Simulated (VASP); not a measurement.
Input of a VASP 6.6.1 run:

The input INCAR:

```
SYSTEM = Ni
  PREC = Accurate
  ENCUT = 520
  EDIFF = 1E-7
  ISMEAR = -1
  SIGMA = 0.1
  LREAL = .False.
  LASPH = .True.
  NELM = 80
  ALGO = Normal
  ISIF = 2
  LWAVE = .False.
  LCHARG = .True.
  GGA = PS
  LELF = .True.
  LVHAR = .True.
  NBANDS = 22
```

File KPOINTS:

```
regular mesh
0
Gamma
  10 10 15
  0 0 0
```

POSCAR

```
Ni
1.0
    4.0329069315      0.0000000000      0.0000000000
   -2.0164534658      3.4925998538      0.0000000000
    0.0000000000      0.0000000000      2.4254774649
Ni
3
Direct
    1.0000000000      1.0000000000      0.0000000000
    0.3333333333      0.6666666667      0.5000000000
    0.6666666667      0.3333333333      0.5000000000
```

Potentials or basis: VASP PAW PBE potentials, release 64 (Ni).

Run with:

```bash
$ cat potpaw_PBE.64/Ni/POTCAR > POTCAR
$ mpirun -np 1 vasp_std > vasp.out
```

(1) Predict the pressure.

(2) Predict the band gap on the k mesh.

Results:

(1) -14.0 GPa.

(2) zero (band 15 reaches 8.77 eV, above the bottom of band 16 at 8.24 eV).

Caveat: the PAW data sets were made with another functional, which shifts forces and pressure a little; the run has no spin polarisation, though such a crystal can be magnetic.
